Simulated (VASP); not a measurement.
# Rh (I4/mmm) in VASP: a series of runs

Rh is run at these levels: PBE; tasks: single point.

All numbers are computed with VASP 6.6.1; they aren't measurements. Logs are shortened: lines on timing, memory, paths and dates and some standing lists are left out, and cuts for length are marked.

## (1) The cell of the first run

Symmetry: I4/mmm, No. 139, tetragonal system. The conventional cell has a = 2.555 Å, b = 2.555 Å, c = 3.993 Å, α = 90.00°, β = 90.00°, γ = 90.00°. Within 3.4 Å of Rh (site symmetry 4/mmm) lie 12 Rh at 2.55 to 2.69 Å.

## (2) Single point, PBE (strain -0.050 along x and y, +0.050 along z)

Contents of INCAR:

```
SYSTEM = Rh
ALGO = Fast ; EDIFF = 1E-6
ENCUT = 520 ; GGA = PE
ISIF = 2 ; ISMEAR = 1
LASPH = .True. ; LCHARG = .False.
LREAL = .False. ; LWAVE = .False.
NBANDS = 14 ; NELM = 80
PREC = Accurate ; SIGMA = 0.02
```

Contents of KPOINTS:

```
k-points
0
Gamma
  22 22 22
  0 0 0
```

Contents of POSCAR:

```
Rh
1.0
    0.0000000000      1.8064725000      1.9966275000
    1.8064725000      0.0000000000      1.9966275000
    1.8064725000      1.8064725000      0.0000000000
Rh
1
Direct
    0.0000000000      0.0000000000      0.0000000000
```

Potentials or basis: VASP PAW PBE potentials, release 64 (Rh_pv).

Started as:

```console
$ cat potpaw_PBE.64/Rh_pv/POTCAR > POTCAR
$ mpirun -np 1 vasp_std > vasp.out
```

OUTCAR:

```text
SYSTEM = Rh
   EDIFF = 1E-6
   ENCUT = 520
   GGA = PE
   ISIF = 2
   ISMEAR = 1
   LASPH = .True.
   LREAL = .False.
   NELM = 80
   PREC = Accurate

 ion  position               nearest neighbor table
   1  0.000  0.000  0.000-

  LATTYP: Found a body centered tetragonal cell.
 ALAT       =     2.5547379096
 C/A-ratio  =     1.5630781479

  Lattice vectors:

 A1 = (  -1.8064725000,   0.0000000000,   1.9966275000)
 A2 = (   1.8064725000,   0.0000000000,   1.9966275000)
 A3 = (   0.0000000000,   1.8064725000,  -1.9966275000)

Analysis of symmetry for initial positions (statically):
=====================================================================
 Subroutine PRICEL returns:
 Original cell was already a primitive cell.

 Routine SETGRP: Setting up the symmetry group for a
 body centered tetragonal supercell.

 Subroutine GETGRP returns: Found 16 space group operations
 (whereof 16 operations were pure point group operations)
 out of a pool of 16 trial point group operations.

The static configuration has the point symmetry D_4h.

Analysis of symmetry for dynamics (positions and initial velocities):
=====================================================================
 Subroutine PRICEL returns:
 Original cell was already a primitive cell.

 Routine SETGRP: Setting up the symmetry group for a
 body centered tetragonal supercell.

 Subroutine GETGRP returns: Found 16 space group operations
 (whereof 16 operations were pure point group operations)
 out of a pool of 16 trial point group operations.

The dynamic configuration has the point symmetry D_4h.

 Subroutine INISYM returns: Found 16 space group operations
 (whereof 16 operations are pure point group operations),
 and found     1 'primitive' translations

----------------------------------------------------------------------------------------

                                     Primitive cell

  volume of cell :      13.0314

  direct lattice vectors                    reciprocal lattice vectors
     0.000000000  1.806472500  1.996627500    -0.276782514  0.276782514  0.250422275
     1.806472500  0.000000000  1.996627500     0.276782514 -0.276782514  0.250422275
     1.806472500  1.806472500  0.000000000     0.276782514  0.276782514 -0.250422275

  length of vectors
     2.692557198  2.692557198  2.554737910     0.464681004  0.464681004  0.464681004

  position of ions in fractional coordinates (direct lattice)
     0.000000000  0.000000000  0.000000000

  ion indices of the primitive-cell ions
   primitive index   ion index
                 1           1

----------------------------------------------------------------------------------------

 KPOINTS: k-points

Automatic generation of k-mesh.
 Grid dimensions read from file:
 generate k-points for:   22   22   22

 Generating k-lattice:

  Cartesian coordinates                     Fractional coordinates (reciprocal lattice)
    -0.012581023  0.012581023  0.011382831     0.045454545  0.000000000  0.000000000
     0.012581023 -0.012581023  0.011382831     0.000000000  0.045454545  0.000000000
     0.012581023  0.012581023 -0.011382831     0.000000000  0.000000000  0.045454545

  Length of vectors
     0.021121864  0.021121864  0.021121864

  Shift w.r.t. Gamma in fractional coordinates (k-lattice)
     0.000000000  0.000000000  0.000000000

 Subroutine IBZKPT returns following result:
 ===========================================

 Found    834 irreducible k-points:

 Following reciprocal coordinates:
            Coordinates               Weight
  0.000000  0.000000  0.000000      1.000000
  0.045455  0.000000  0.000000      8.000000
  0.090909  0.000000  0.000000      8.000000
  0.136364 -0.000000  0.000000      8.000000
  0.181818  0.000000  0.000000      8.000000
  0.227273  0.000000  0.000000      8.000000
[... 16 lines left out ...]
  0.500000  0.045455  0.000000      8.000000
 -0.454545  0.045455  0.000000      8.000000
 [... further k-points ...]
   k-points           NKPTS =    834   k-points in BZ     NKDIM =    834   number of bands    NBANDS=     14
   number of dos      NEDOS =    301   number of ions     NIONS =      1
   total plane-waves  NPLWV =   8000
   dimension x,y,z NGX =    20 NGY =   20 NGZ =   20
   dimension x,y,z NGXF=    40 NGYF=   40 NGZF=   40
   ions per type =               1
   NGX,Y,Z   is equivalent  to a cutoff of  12.35, 12.35, 13.01 a.u.
   NGXF,Y,Z  is equivalent  to a cutoff of  24.70, 24.70, 26.03 a.u.
 SYSTEM =  Rh
   PREC   = accura    normal or accurate (medium, high low for compatibility)
   ISTART =      0    job   : 0-new  1-cont  2-samecut
   ICHARG =      2    charge: 1-file 2-atom 10-const
   ISPIN  =      1    spin polarized calculation?
   LNONCOLLINEAR =      F non collinear calculations
   LSORBIT =      F    spin-orbit coupling
   LASPH  =      T    aspherical Exc in radial PAW
   ENCUT  =  520.0 eV  38.22 Ry    6.18 a.u.   5.01  5.01  4.75*2*pi/ulx,y,z
   NELM   =     80;   NELMIN=  2; NELMDL= -5     # of ELM steps
   EDIFF  = 0.1E-05   stopping-criterion for ELM
   LREAL  =      F    real-space projection
   EDIFFG = 0.1E-04   stopping-criterion for IOM
   NSW    =      0    number of steps for IOM
   IBRION =     -1    ionic relax: 0-MD 1-quasi-New 2-CG
   NFREE  =      0    steps in history (QN), initial steepest desc. (CG)
   ISIF   =      2    stress and relaxation
   ISYM   =      2    0-nonsym 1-usesym 2-fastsym
   POTIM  = 0.5000    time-step for ionic-motion
   TEBEG  =    0.0;   TEEND  =   0.0 temperature during run
   PSTRESS=    0.0 pullay stress
   NELECT =      15.0000    total number of electrons
   NUPDOWN=      -1.0000    fix difference up-down
   EMIN   =  10.00;   EMAX   =-10.00  energy-range for DOS
   EFERMI =   0.00;   METHOD = LEGACY
   ISMEAR =     1;   SIGMA  =   0.02  broadening in eV -4-tet -1-fermi 0-gaus
   EFERMI_NEDOS =   21; number of points for ismear=-14 and -15
   IALGO  =     68    algorithm
   IMIX   =      4    mixing-type and parameters
     AMIX     =   0.40;   BMIX     =  1.00
     AMIX_MAG =   1.60;   BMIX_MAG =  1.00
  volume/ion in A,a.u.               =      13.03        87.94
  Fermi-wavevector in a.u.,A,eV,Ry     =   1.715703  3.242208 40.050589  2.943635
  Thomas-Fermi vector in A             =   2.793025
   LORBIT       =      0    0 simple, 1 ext, 2 COOP (PROOUT), +10 PAW based schemes
   GGA     = PE    functional components
   LHFCALC =     F    Hartree Fock is set to
   AEXX    =    0.0000 exact exchange contribution
   IVDW    =     0    specifies the selected vdW correction
   LEPSILON=     F    determine dielectric tensor
   LRPA    =     F    only Hartree local field effects (RPA)
 non-spin polarized calculation
 RMM-DIIS sequential band-by-band and
 Methfessel and Paxton  Order N= 1 SIGMA  =   0.02
  energy-cutoff  :      520.00
  volume of cell :       13.03
 maximum number of plane-waves:       364
   NGX =  9   NGY =  9   NGZ =  9

 number of electron      14.9999999 magnetization

 Free energy of the ion-electron system (eV)
  ---------------------------------------------------
  ext. energy  EPLUGINS =         0.00000000
  ---------------------------------------------------
  free energy    TOTEN  =        -7.10861097 eV

  energy without entropy =       -7.10860443  energy(sigma->0) =       -7.10860879

 E-fermi :  12.9047     XC(G=0): -14.3767

 val. band max:       12.9039405931   @ k =   0.5000   0.3636   0.0000
 cond. band min:      12.9057186076   @ k =  -0.1364   0.4545   0.4091
 fundamental gap:      0.0017780145
 Fermi energy:        12.9046696675

 k-point     1 :       0.0000    0.0000    0.0000
  band No.  band energies     occupation
      1     -33.5842      2.00000
      2     -33.5174      2.00000
      3     -33.5174      2.00000
      4       4.5625      2.00000
      5       8.8048      2.00000
      6      10.0436      2.00000
      7      10.0436      2.00000
      8      11.0390      2.00000
      9      12.5381      2.00000
     10      29.0368      0.00000
     11      32.6062      0.00000
     12      33.3237      0.00000
     13      35.7560      0.00000
     14      35.7560      0.00000

 k-point     2 :       0.0455    0.0000    0.0000
  band No.  band energies     occupation
      1     -33.5915      2.00000
      2     -33.5327      2.00000
      3     -33.5186      2.00000
      4       4.6512      2.00000
      5       8.8286      2.00000
      6      10.0106      2.00000
      7      10.0781      2.00000
      8      11.0334      2.00000
      9      12.5042      2.00000
     10      29.1698      0.00000
     11      32.6149      0.00000
     12      33.3237      0.00000
     13      35.3310      0.00000
     14      35.8945      0.00000

 k-point     3 :       0.0909    0.0000    0.0000
  band No.  band energies     occupation
      1     -33.6239      2.00000
      2     -33.5663      2.00000
      3     -33.5220      2.00000
      4       4.9091      2.00000
      5       8.8888      2.00000
      6       9.9206      2.00000
      7      10.1757      2.00000
      8      11.0356      2.00000
      9      12.4118      2.00000
     10      29.5398      0.00000
     11      32.4246      0.00000
     12      33.3238      0.00000
     13      34.7234      0.00000
     14      36.2997      0.00000
[... 324 lines left out ...]
 k-point    23 :       0.5000    0.0455    0.0000
  band No.  band energies     occupation
      1     -34.4271      2.00000
      2     -33.7515      2.00000
      3     -33.5787      2.00000
      4       6.4047      2.00000
      5       8.8900      2.00000
      6      10.1441      2.00000
      7      12.8084      2.00000
      8      13.3044     -0.00000
      9      14.5722      0.00000
     10      22.2514      0.00000
     11      28.2492      0.00000
     12      33.3248      0.00000
     13      34.0944      0.00000
     14      35.5466      0.00000

 k-point    24 :      -0.4545    0.0455    0.0000
  band No.  band energies     occupation
      1     -34.4281      2.00000
      2     -33.7519      2.00000
      3     -33.5753      2.00000
      4       6.4100      2.00000
      5       8.9185      2.00000
      6      10.1352      2.00000
      7      12.7200      2.00000
      8      13.2214     -0.00000
      9      14.6535      0.00000
     10      22.3275      0.00000
     11      28.2684      0.00000
     12      33.3246      0.00000
     13      33.9735      0.00000
     14      35.7921      0.00000

 [... further k-points ...]
[... 5 lines left out ...]
  --------------------------------------------------------------------------------------
  -------------------------------------------------------------------------------------
  Total        2.8768546      2.8768546      0.3943130      0.0000000     -0.0000000      0.0000000
  in kB      353.7029948    353.7029948     48.4799245      0.0000000     -0.0000000      0.0000000
  external PRESSURE =     251.9619714 kB  Pullay stress =       0.0000000 kB

 VOLUME and BASIS-vectors are now :
 -----------------------------------------------------------------------------
  energy-cutoff  :      520.00
  volume of cell :       13.03
      direct lattice vectors                 reciprocal lattice vectors
     0.000000000  1.806472500  1.996627500    -0.276782514  0.276782514  0.250422275
     1.806472500  0.000000000  1.996627500     0.276782514 -0.276782514  0.250422275
     1.806472500  1.806472500  0.000000000     0.276782514  0.276782514 -0.250422275

 POSITION                                       TOTAL-FORCE (eV/Angst)
 -----------------------------------------------------------------------------------
      0.00000      0.00000      0.00000        -0.000000      0.000000      0.000000
 -----------------------------------------------------------------------------------
    total drift:                                0.000000     -0.000000      0.000000

  FREE ENERGIE OF THE ION-ELECTRON SYSTEM (eV)
  ---------------------------------------------------
  free  energy   TOTEN  =        -7.1086109704 eV

  energy  without entropy=       -7.1086044340  energy(sigma->0) =       -7.10860879
```

Wall time 58 s (1 thread of Intel Xeon 6975P-C (Granite Rapids), shared host); peak memory 0.24 GiB.

What came out:

| Property | Result |
| --- | --- |
| Free energy | -7.1086 eV |
| Pressure | 25.2 GPa |

Stress tensor (GPa, compression positive):
```
35.37  0.00  0.00
 0.00 35.37  0.00
 0.00  0.00  4.85
```

Levels at points of the mesh, in eV from the Fermi level:
```
           k point  band 5  band 6  band 7  band 8  band 9  band 10
(0.00, 0.00, 0.00)   -4.10   -2.86   -2.86   -1.87   -0.37    16.13
(0.50, 0.00, 0.00)   -3.97   -2.82    0.39    0.73    0.89     9.30
(0.50, 0.50, 0.00)   -6.40    0.73    1.02    1.02    1.96    11.14
(0.50, 0.00, 0.50)   -6.38    0.48    0.53    1.68    4.13    12.53
```

Caveat: the cell differs from its parent crystal (strain -0.050 along x and y, +0.050 along z).

## (3) Single point, PBE (strain +0.000 along x and y, -0.050 along z)

Contents of INCAR:

```
ALGO = Fast ; EDIFF = 1E-6
ENCUT = 520 ; GGA = PE
ISIF = 2 ; ISMEAR = 1
LASPH = True ; LCHARG = False
LREAL = False ; LWAVE = False
NBANDS = 14 ; NELM = 60
PREC = Accurate ; SIGMA = 0.02
```

Contents of KPOINTS:

```
k-points
0
Gamma
  22 22 22
```

Contents of POSCAR:

```
Rh
1.0
    0.0000000000      1.9015500000      1.8064725000
    1.9015500000      0.0000000000      1.8064725000
    1.9015500000      1.9015500000      0.0000000000
Rh
1
Direct
    0.0000000000      0.0000000000      0.0000000000
```

Potentials or basis: VASP PAW PBE potentials, release 64 (Rh_pv).

Started as:

```console
$ cat potpaw_PBE.64/Rh_pv/POTCAR > POTCAR
$ mpirun -np 1 vasp_std > vasp.out
```

OUTCAR:

```text
EDIFF = 1E-6
   ENCUT = 520
   GGA = PE
   ISIF = 2
   ISMEAR = 1
   LASPH = True
   LREAL = False
   NELM = 60
   PREC = Accurate

 ion  position               nearest neighbor table
   1  0.000  0.000  0.000-

  LATTYP: Found a body centered tetragonal cell.
 ALAT       =     2.6891977995
 C/A-ratio  =     1.3435028843

  Lattice vectors:

 A1 = (   0.0000000000,  -1.9015500000,  -1.8064725000)
 A2 = (   0.0000000000,   1.9015500000,  -1.8064725000)
 A3 = (   1.9015500000,   0.0000000000,   1.8064725000)

Analysis of symmetry for initial positions (statically):
=====================================================================
 Subroutine PRICEL returns:
 Original cell was already a primitive cell.

 Routine SETGRP: Setting up the symmetry group for a
 body centered tetragonal supercell.

 Subroutine GETGRP returns: Found 16 space group operations
 (whereof 16 operations were pure point group operations)
 out of a pool of 16 trial point group operations.

The static configuration has the point symmetry D_4h.

Analysis of symmetry for dynamics (positions and initial velocities):
=====================================================================
[... 162 lines left out ...]
 Fermi energy:        12.8602206788

 k-point     1 :       0.0000    0.0000    0.0000
  band No.  band energies     occupation
      1     -33.6093      2.00000
      2     -33.6093      2.00000
      3     -33.5788      2.00000
      4       4.5284      2.00000
      5       9.3639      2.00000
      6       9.3639      2.00000
      7       9.9279      2.00000
      8      11.4324      2.00000
      9      12.1242      2.00000
     10      28.8619      0.00000
     11      33.2536      0.00000
     12      33.9986      0.00000
     13      33.9986      0.00000
     14      35.7871      0.00000
[... 377 lines left out ...]
      1     -34.4590      2.00000
      2     -33.7608      2.00000
      3     -33.6920      2.00000
      4       6.3865      2.00000
      5       9.2101      2.00000
      6       9.7058      2.00000
      7      12.5039      2.00000
      8      13.5376      0.00000
      9      14.3084      0.00000
     10      22.2667      0.00000
     11      28.4950      0.00000
     12      33.2547      0.00000
     13      34.3675      0.00000
     14      34.8102      0.00000

 [... further k-points ...]
[... 5 lines left out ...]
  --------------------------------------------------------------------------------------
  -------------------------------------------------------------------------------------
  Total        1.4882357      1.4882357      2.6127598      0.0000000      0.0000000      0.0000000
  in kB      182.5178990    182.5178990    320.4300374      0.0000000      0.0000000      0.0000000
  external PRESSURE =     228.4886118 kB  Pullay stress =       0.0000000 kB

 VOLUME and BASIS-vectors are now :
 -----------------------------------------------------------------------------
  energy-cutoff  :      520.00
  volume of cell :       13.06
      direct lattice vectors                 reciprocal lattice vectors
     0.000000000  1.901550000  1.806472500    -0.262943388  0.262943388  0.276782514
     1.901550000  0.000000000  1.806472500     0.262943388 -0.262943388  0.276782514
     1.901550000  1.901550000  0.000000000     0.262943388  0.262943388 -0.276782514

 POSITION                                       TOTAL-FORCE (eV/Angst)
 -----------------------------------------------------------------------------------
      0.00000      0.00000      0.00000        -0.000000      0.000000      0.000000
 -----------------------------------------------------------------------------------
    total drift:                                0.000000     -0.000000     -0.000000

  FREE ENERGIE OF THE ION-ELECTRON SYSTEM (eV)
  ---------------------------------------------------
  free  energy   TOTEN  =        -7.1744970429 eV

  energy  without entropy=       -7.1744731908  energy(sigma->0) =       -7.17448909
```

stdout:

```text
POSCAR found type information on POSCAR Rh
 POSCAR found :  1 types and       1 ions
 scaLAPACK will be used
 LDA part: xc-table for (Slater+PW92), standard interpolation
 POSCAR, INCAR and KPOINTS ok, starting setup
 FFT: planning ... GRIDC
 FFT: planning ... GRID_SOFT
 FFT: planning ... GRID
 WAVECAR not read
 entering main loop
WARNING in EDDRMM: call to ZHEGV failed, returncode =   6  3     13
WARNING in EDDRMM: call to ZHEGV failed, returncode =   8  4     13
```

Wall time 51 s (1 thread of Intel Xeon 6975P-C (Granite Rapids), shared host); peak memory 0.24 GiB.

What came out:

```yaml
Free_energy: -7.1745 eV
Pressure: 22.8 GPa
```

Stress tensor (GPa, compression positive):
```
18.25  0.00  0.00
 0.00 18.25  0.00
 0.00  0.00 32.04
```

Caveat: the cell differs from its parent crystal (strain +0.000 along x and y, -0.050 along z).

## (4) Single point, PBE (strain +0.025 along x and y, -0.050 along z)

Contents of INCAR:

```
ALGO     = Fast           # electronic algorithm
EDIFF    = 1E-7           # SCF threshold, eV
ENCUT    = 520            # plane-wave cutoff, eV
GGA      = PE             # functional
ISIF     = 2              # what is computed and relaxed
ISMEAR   = 1              # smearing method
LASPH    = True           # aspherical terms in the spheres
LCHARG   = False          # write CHGCAR
LREAL    = False          # projectors in reciprocal space
LWAVE    = False          # write WAVECAR
NBANDS   = 14             # bands
NELM     = 100            # most SCF steps
PREC     = Accurate       # precision mode
SIGMA    = 0.02           # smearing width, eV
```

KPOINTS is that of step 3.

Contents of POSCAR:

```
Rh
1.0
    0.0000000000      1.9490887500      1.8064725000
    1.9490887500      0.0000000000      1.8064725000
    1.9490887500      1.9490887500      0.0000000000
Rh
1
Direct
    0.0000000000      0.0000000000      0.0000000000
```

Started as:

```console
$ cat potpaw_PBE.64/Rh_pv/POTCAR > POTCAR
$ mpirun -np 1 vasp_std > vasp.out
```

Run time: 2.5 min. Hardware: 1 thread of AMD EPYC 9R45 (Zen 5), shared host; peak memory 0.21 GiB.

The run converged. Its results:

```
Free energy : -7.2138 eV
Pressure    : 7.1 GPa
```

Stress tensor (GPa, compression positive):
```
 1.40  0.00  0.00
 0.00  1.40  0.00
 0.00  0.00 18.39
```

Levels at points of the mesh, in eV from the Fermi level:
```csv
k point,band 3,band 4,band 5,band 6,band 7,band 8,band 9,band 10,band 11,band 12
"(0.00, 0.00, 0.00)",-46.33,-7.96,-3.29,-3.29,-2.53,-1.48,-0.56,16.11,20.55,20.70
"(0.50, 0.00, 0.00)",-46.41,-6.12,-3.57,-2.69,0.36,0.76,0.81,8.71,15.41,20.56
"(0.50, 0.50, 0.00)",-46.71,-6.33,-6.01,0.54,1.04,1.04,4.42,12.43,12.43,13.77
"(0.50, 0.00, 0.50)",-46.56,-6.31,-5.88,0.51,0.64,1.28,2.75,11.61,13.43,14.31
```

Caveat: the cell differs from its parent crystal (strain +0.025 along x and y, -0.050 along z).

[end of part 1 of 2]
